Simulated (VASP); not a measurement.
# PW12C12 in VASP: single point with LDA

Aim: the single point of PW12C12 with LDA.

All numbers are computed with VASP 6.6.1; they aren't measurements. Logs are shortened: lines on timing, memory, paths and dates and some standing lists are left out, and cuts for length are marked.

## 1. The cell of the first run

The cell holds a slab with vacuum, 25 atoms: a = 5.797 Å, b = 5.658 Å, c = 19.694 Å, α = 90.00°, β = 90.00°, γ = 90.00°.

## 2. Single point, LDA

INCAR

```
SYSTEM = PW12C12
ALGO = Normal
EDIFF = 1E-6
ENCUT = 520
ISIF = 2
ISMEAR = -1
LASPH = .TRUE.
LCHARG = .TRUE.
LELF = .TRUE.
LREAL = Auto
LVHAR = .TRUE.
LWAVE = .FALSE.
NBANDS = 128
NELM = 100
PREC = Accurate
SIGMA = 0.15
```

KPOINTS

```
k-points
0
G
  3 3 1
  0 0 0
```

POSCAR

```
PW12C12
1.0
    5.7968000000      0.0000000000      0.0000000000
    0.0000000000      5.6576000000      0.0000000000
    0.0000000000      0.0000000000     19.6935680000
W C P
12 12 1
Direct
    0.0000000000      0.0000000000      0.0507780000
    0.2492159116     -0.0006457441      0.1760845781
   -0.0065681669     -0.0072837675      0.3013327674
    0.0000000000      0.5000000000      0.0507780000
    0.2497398945      0.5009333079      0.1762460239
   -0.0016613990      0.4912648649      0.3015146936
    0.5000000000      0.0000000000      0.0507780000
    0.7490896427      0.0007847052      0.1735965184
    0.5024238929      0.0088778424      0.3022404032
    0.5000000000      0.5000000000      0.0507780000
    0.7501098334      0.4990569557      0.1733815900
    0.5107337271      0.5070672557      0.3019733253
    0.0012852271      0.2502025556      0.1307066118
    0.2483728744      0.2512863193      0.2591431352
   -0.0034577295      0.2258729814      0.3758513001
    0.0007847047      0.7498069010      0.1307042469
    0.2484047116      0.7483277533      0.2626734840
   -0.1874146938      0.6461835806      0.3857901879
    0.4977461401      0.2504263327      0.1306998318
    0.7519191353      0.2495661926      0.2559350504
    0.5461157120      0.2668836749      0.3772904077
    0.4979736578      0.7499806986      0.1307653790
    0.7510559802      0.7504129404      0.2547852627
    0.6565750407      0.8043247591      0.3708217862
    0.7842906586      0.3477924200      0.4288586133
```

Potentials or basis: VASP PAW LDA potentials, release 64 (W_sv, C, P).

Launch:

```sh
> cat potpaw_LDA.64/W_sv/POTCAR potpaw_LDA.64/C/POTCAR potpaw_LDA.64/P/POTCAR > POTCAR
> mpirun -np 1 vasp_std > vasp.out
```

OUTCAR:

```text
SYSTEM = PW12C12
   EDIFF = 1E-6
   ENCUT = 520
   ISIF = 2
   ISMEAR = -1
   LASPH = .TRUE.
   LREAL = Auto
   NELM = 100
   PREC = Accurate

 ion  position               nearest neighbor table
   1  0.000  0.000  0.051-  16 2.12  13 2.12   8 2.82   4 2.83   4 2.83   2 2.86   7 2.90   7 2.90

   2  0.249  0.999  0.176-  14 2.17  16 2.21  22 2.21  13 2.21  19 2.21  17 2.22   5 2.82   5 2.84
                             1 2.86   7 2.86   3 2.88   9 2.89   8 2.90   8 2.90
   3  0.993  0.993  0.301-  15 1.97  17 2.16  23 2.17  20 2.21  14 2.24  24 2.61  18 2.78   6 2.82
                             6 2.84   9 2.85   2 2.88   8 2.89   9 2.95
   4  0.000  0.500  0.051-  16 2.12  13 2.12  11 2.82   1 2.83   1 2.83   5 2.86  10 2.90  10 2.90

   5  0.250  0.501  0.176-  14 2.16  17 2.20  22 2.20  16 2.21  19 2.21  13 2.21   2 2.82   2 2.84
                             4 2.86  10 2.87   6 2.87  11 2.90  11 2.90  12 2.90
   6  0.998  0.491  0.302-  15 2.10  14 2.15  18 2.16  20 2.17  17 2.19  23 2.25   3 2.82  12 2.83
                             3 2.84   5 2.87  11 2.91  25 2.91  12 2.97
   7  0.500  0.000  0.051-  22 2.12  19 2.12   8 2.82  10 2.83  10 2.83   2 2.86   1 2.90   1 2.90

   8  0.749  0.001  0.174-  23 2.14  20 2.15  19 2.20  13 2.20  22 2.20  16 2.20   7 2.82  11 2.82
                             1 2.82  11 2.84   3 2.89   2 2.90   2 2.90   9 2.91
   9  0.502  0.009  0.302-  24 1.99  21 2.09  14 2.18  20 2.19  17 2.22  23 2.26  12 2.82  12 2.84
                             3 2.85   2 2.89   8 2.91   3 2.95
  10  0.500  0.500  0.051-  19 2.11  22 2.12  11 2.82   7 2.83   7 2.83   5 2.87   4 2.90   4 2.90

  11  0.750  0.499  0.173-  23 2.14  20 2.15  13 2.19  19 2.20  16 2.20  22 2.20   4 2.82  10 2.82
                             8 2.82   8 2.84  12 2.89   5 2.90   5 2.90   6 2.91
  12  0.511  0.507  0.302-  21 2.02  23 2.17  17 2.19  20 2.21  14 2.26  24 2.32  18 2.53   9 2.82
                             6 2.83   9 2.84  11 2.89   5 2.90   6 2.97  25 3.09
  13  0.001  0.250  0.131-   4 2.12   1 2.12  11 2.19   8 2.20   2 2.21   5 2.21
  14  0.248  0.251  0.259-   6 2.15   5 2.16   2 2.17   9 2.18   3 2.24  12 2.26
  15  0.997  0.226  0.376-  25 1.75   3 1.97   6 2.10
  16  0.001  0.750  0.131-   4 2.12   1 2.12  11 2.20   8 2.20   2 2.21   5 2.21
  17  0.248  0.748  0.263-   3 2.16  12 2.19   6 2.19   5 2.20   2 2.22   9 2.22
  18  0.813  0.646  0.386-  24 1.31  25 1.90   6 2.16  12 2.53   3 2.78
  19  0.498  0.250  0.131-  10 2.11   7 2.12  11 2.20   8 2.20   5 2.21   2 2.21
  20  0.752  0.250  0.256-   8 2.15  11 2.15   6 2.17   9 2.19   3 2.21  12 2.21
  21  0.546  0.267  0.377-  25 1.77  12 2.02   9 2.09
  22  0.498  0.750  0.131-  10 2.12   7 2.12   8 2.20  11 2.20   5 2.20   2 2.21
  23  0.751  0.750  0.255-   8 2.14  11 2.14   3 2.17  12 2.17   6 2.25   9 2.26
  24  0.657  0.804  0.371-  18 1.31   9 1.99  12 2.32   3 2.61
  25  0.784  0.348  0.429-  15 1.75  21 1.77  18 1.90   6 2.91  12 3.09

  LATTYP: Found a simple orthorhombic cell.
 ALAT       =     5.6576000000
 B/A-ratio  =     1.0246040724
 C/A-ratio  =     3.4809049774

  Lattice vectors:

 A1 = (   0.0000000000,  -5.6576000000,   0.0000000000)
 A2 = (   5.7968000000,   0.0000000000,   0.0000000000)
 A3 = (   0.0000000000,   0.0000000000,  19.6935680000)

Analysis of symmetry for initial positions (statically):
=====================================================================
 Subroutine PRICEL returns:
 Original cell was already a primitive cell.

 Routine SETGRP: Setting up the symmetry group for a
 simple orthorhombic supercell.

 Subroutine GETGRP returns: Found  1 space group operations
 (whereof  1 operations were pure point group operations)
 out of a pool of  8 trial point group operations.

The static configuration has the point symmetry C_1 .

Analysis of symmetry for dynamics (positions and initial velocities):
=====================================================================
 Subroutine PRICEL returns:
 Original cell was already a primitive cell.

 Routine SETGRP: Setting up the symmetry group for a
 simple orthorhombic supercell.

 Subroutine GETGRP returns: Found  1 space group operations
 (whereof  1 operations were pure point group operations)
 out of a pool of  8 trial point group operations.

The dynamic configuration has the point symmetry C_1 .

 Subroutine INISYM returns: Found  1 space group operations
 (whereof  1 operations are pure point group operations),
 and found     1 'primitive' translations

----------------------------------------------------------------------------------------

                                     Primitive cell

  volume of cell :     645.8698

  direct lattice vectors                    reciprocal lattice vectors
     5.796800000  0.000000000  0.000000000     0.172508970  0.000000000  0.000000000
     0.000000000  5.657600000  0.000000000     0.000000000  0.176753394  0.000000000
     0.000000000  0.000000000 19.693568000     0.000000000  0.000000000  0.050778000

  length of vectors
     5.796800000  5.657600000 19.693568000     0.172508970  0.176753394  0.050778000

  position of ions in fractional coordinates (direct lattice)
     0.000000000  0.000000000  0.050778000
     0.249215912  0.999354256  0.176084578
     0.993431833  0.992716233  0.301332767
     0.000000000  0.500000000  0.050778000
     0.249739895  0.500933308  0.176246024
     0.998338601  0.491264865  0.301514694
[... 17 lines left out ...]
     0.656575041  0.804324759  0.370821786
     0.784290659  0.347792420  0.428858613

  ion indices of the primitive-cell ions
   primitive index   ion index
                 1           1
                 2           2
                 3           3
                 4           4
                 5           5
                 6           6
[... 17 lines left out ...]
                24          24
                25          25

----------------------------------------------------------------------------------------

 KPOINTS: k-points

Automatic generation of k-mesh.
 Grid dimensions read from file:
 generate k-points for:    3    3    1

 Generating k-lattice:

  Cartesian coordinates                     Fractional coordinates (reciprocal lattice)
     0.057502990  0.000000000  0.000000000     0.333333333  0.000000000  0.000000000
     0.000000000  0.058917798  0.000000000     0.000000000  0.333333333  0.000000000
     0.000000000  0.000000000  0.050778000     0.000000000  0.000000000  1.000000000

  Length of vectors
     0.057502990  0.058917798  0.050778000

  Shift w.r.t. Gamma in fractional coordinates (k-lattice)
     0.000000000  0.000000000  0.000000000

 Subroutine IBZKPT returns following result:
 ===========================================

 Found      5 irreducible k-points:

 Following reciprocal coordinates:
            Coordinates               Weight
  0.000000  0.000000  0.000000      1.000000
  0.333333  0.000000  0.000000      2.000000
  0.000000  0.333333  0.000000      2.000000
  0.333333  0.333333  0.000000      2.000000
 -0.333333  0.333333  0.000000      2.000000
   k-points           NKPTS =      5   k-points in BZ     NKDIM =      5   number of bands    NBANDS=    128
   number of dos      NEDOS =    301   number of ions     NIONS =     25
   total plane-waves  NPLWV = 302400
   dimension x,y,z NGX =    48 NGY =   42 NGZ =  150
   dimension x,y,z NGXF=    96 NGYF=   84 NGZF=  300
   ions per type =              12  12   1
   NGX,Y,Z   is equivalent  to a cutoff of  13.77, 12.34, 12.66 a.u.
   NGXF,Y,Z  is equivalent  to a cutoff of  27.53, 24.68, 25.32 a.u.
 SYSTEM =  PW12C12
   PREC   = accura    normal or accurate (medium, high low for compatibility)
   ISTART =      0    job   : 0-new  1-cont  2-samecut
   ICHARG =      2    charge: 1-file 2-atom 10-const
   ISPIN  =      1    spin polarized calculation?
   LNONCOLLINEAR =      F non collinear calculations
   LSORBIT =      F    spin-orbit coupling
   LASPH  =      T    aspherical Exc in radial PAW
   ENCUT  =  520.0 eV  38.22 Ry    6.18 a.u.  10.78 10.52 36.62*2*pi/ulx,y,z
   NELM   =    100;   NELMIN=  2; NELMDL= -5     # of ELM steps
   EDIFF  = 0.1E-05   stopping-criterion for ELM
   LREAL  =      T    real-space projection
   EDIFFG = 0.1E-04   stopping-criterion for IOM
   NSW    =      0    number of steps for IOM
   IBRION =     -1    ionic relax: 0-MD 1-quasi-New 2-CG
   NFREE  =      0    steps in history (QN), initial steepest desc. (CG)
   ISIF   =      2    stress and relaxation
   ISYM   =      2    0-nonsym 1-usesym 2-fastsym
   POTIM  = 0.5000    time-step for ionic-motion
   TEBEG  =    0.0;   TEEND  =   0.0 temperature during run
   PSTRESS=    0.0 pullay stress
   NELECT =     221.0000    total number of electrons
   NUPDOWN=      -1.0000    fix difference up-down
   EMIN   =  10.00;   EMAX   =-10.00  energy-range for DOS
   EFERMI =   0.00;   METHOD = LEGACY
   ISMEAR =    -1;   SIGMA  =   0.15  broadening in eV -4-tet -1-fermi 0-gaus
   EFERMI_NEDOS =   21; number of points for ismear=-14 and -15
   IALGO  =     38    algorithm
   IMIX   =      4    mixing-type and parameters
     AMIX     =   0.40;   BMIX     =  1.00
     AMIX_MAG =   1.60;   BMIX_MAG =  1.00
  volume/ion in A,a.u.               =      25.83       174.34
  Fermi-wavevector in a.u.,A,eV,Ry     =   1.145049  2.163828 17.839094  1.311136
  Thomas-Fermi vector in A             =   2.281738
   LORBIT       =      0    0 simple, 1 ext, 2 COOP (PROOUT), +10 PAW based schemes
   GGA     = CA    functional components
   LHFCALC =     F    Hartree Fock is set to
   AEXX    =    0.0000 exact exchange contribution
   IVDW    =     0    specifies the selected vdW correction
   LEPSILON=     F    determine dielectric tensor
   LRPA    =     F    only Hartree local field effects (RPA)
 non-spin polarized calculation
  energy-cutoff  :      520.00
  volume of cell :      645.87
 maximum number of plane-waves:     17397
 NGX is ok and might be reduce to    48
   NGX = 21   NGY = 21   NGZ = 73

 number of electron     220.9999998 magnetization

 Free energy of the ion-electron system (eV)
  ---------------------------------------------------
  ext. energy  EPLUGINS =         0.00000000
  ---------------------------------------------------
  free energy    TOTEN  =      -279.91592279 eV

  energy without entropy =     -279.13913121  energy(sigma->0) =     -279.52752700

 E-fermi :   1.6706     XC(G=0):  -6.8340

 val. band max:        1.5647508561   @ k =   0.0000   0.0000   0.0000
 cond. band min:       1.7134942248   @ k =   0.0000   0.3333   0.0000
 fundamental gap:      0.1487433688
 Fermi energy:         1.6705763729

 k-point     1 :       0.0000    0.0000    0.0000
  band No.  band energies     occupation
      1     -72.2161      2.00000
      2     -72.1835      2.00000
      3     -72.1745      2.00000
      4     -72.1599      2.00000
      5     -72.1426      2.00000
      6     -72.1362      2.00000
[... 114 lines left out ...]
    121       3.7460      0.00000
    122       3.8343      0.00000

 k-point     2 :       0.3333    0.0000    0.0000
  band No.  band energies     occupation
      1     -72.2079      2.00000
      2     -72.1916      2.00000
      3     -72.1666      2.00000
      4     -72.1542      2.00000
      5     -72.1506      2.00000
      6     -72.1383      2.00000
[... 373 lines left out ...]
      5     -72.1502      2.00000
      6     -72.1329      2.00000
[... 114 lines left out ...]
    121       3.0321      0.00023
    122       3.1714      0.00009
 [bands above 122 left out]

------------------------ aborting loop because EDIFF is reached ----------------------------------------

  FORCE on cell =-STRESS in cart. coord.  units (eV):
  Direction    XX          YY          ZZ          XY          YZ          ZX
  --------------------------------------------------------------------------------------
  -------------------------------------------------------------------------------------
  Total      -23.9286375    -17.3353904      2.8219762     -4.8991317      0.0082928      0.0766403
  in kB      -59.3585919    -43.0030488      7.0003373    -12.1530345      0.0205717      0.1901178
  external PRESSURE =     -31.7871011 kB  Pullay stress =       0.0000000 kB

 VOLUME and BASIS-vectors are now :
 -----------------------------------------------------------------------------
  energy-cutoff  :      520.00
  volume of cell :      645.87
      direct lattice vectors                 reciprocal lattice vectors
     5.796800000  0.000000000  0.000000000     0.172508970  0.000000000  0.000000000
     0.000000000  5.657600000  0.000000000     0.000000000  0.176753394  0.000000000
     0.000000000  0.000000000 19.693568000     0.000000000  0.000000000  0.050778000

 POSITION                                       TOTAL-FORCE (eV/Angst)
 -----------------------------------------------------------------------------------
      0.00000      0.00000      1.00000         0.092169      0.077630     -0.089958
      1.44465      5.65395      3.46773         0.001623     -0.004436      0.002556
      5.75873      5.61639      5.93432         0.008562     -0.044234      0.039565
      0.00000      2.82880      1.00000         0.089991     -0.062399     -0.183122
      1.44769      2.83408      3.47091        -0.001139      0.002623      0.000258
      5.78717      2.77938      5.93790         0.036725      0.039629      0.009334
[... 17 lines left out ...]
      3.80603      4.55055      7.30280        -0.000122      0.034929      0.048176
      4.54638      1.96767      8.44576         0.010598      0.003568     -0.033825
 -----------------------------------------------------------------------------------
    total drift:                                0.000790     -0.001037      0.010561

  FREE ENERGIE OF THE ION-ELECTRON SYSTEM (eV)
  ---------------------------------------------------
  free  energy   TOTEN  =      -279.9159227886 eV

  energy  without entropy=     -279.1391312104  energy(sigma->0) =     -279.52752700
```

Run time: 39 min. Hardware: 1 thread of Intel Xeon 8259CL, shared host; peak memory 0.62 GiB.

What came out:

```yaml
Free_energy: -279.9159 eV
Largest_force: 0.213 eV/Å
Band_gap_on_the_k_mesh: zero (an odd number of electrons rules out a gap without spin polarisation)
```

Forces in eV/Å, atoms in the order of the input:
```
W    0.092  0.078 -0.090
W    0.002 -0.004  0.003
W    0.009 -0.044  0.040
W    0.090 -0.062 -0.183
W   -0.001  0.003  0.000
W    0.037  0.040  0.009
W   -0.102  0.051 -0.098
W   -0.002  0.001 -0.010
W   -0.055 -0.005  0.005
W   -0.081 -0.070 -0.144
W    0.000 -0.003  0.003
W   -0.031  0.010  0.032
C    0.005 -0.001  0.007
C   -0.002 -0.006  0.003
C   -0.032  0.038  0.147
C    0.003  0.003  0.007
C    0.003  0.006 -0.001
C    0.029 -0.073  0.095
C    0.003  0.001  0.010
C   -0.004 -0.004  0.004
C    0.033 -0.002  0.126
C    0.005  0.003  0.005
C   -0.011  0.004  0.017
C    0.000  0.035  0.048
P    0.011  0.004 -0.034
```

Caveat: the k points lie up to 0.37 Å⁻¹ apart, too coarse for converged energies and pressures of a metal; there is no dipole correction, which matters where the two faces differ; spin-orbit coupling is left out, which moves the levels of the heavy elements; an odd number of electrons without spin polarisation forces a metal; a magnetic or distorted state may lie lower.

The gap in the log of VASP goes by the Fermi energy; the results here count the filled bands.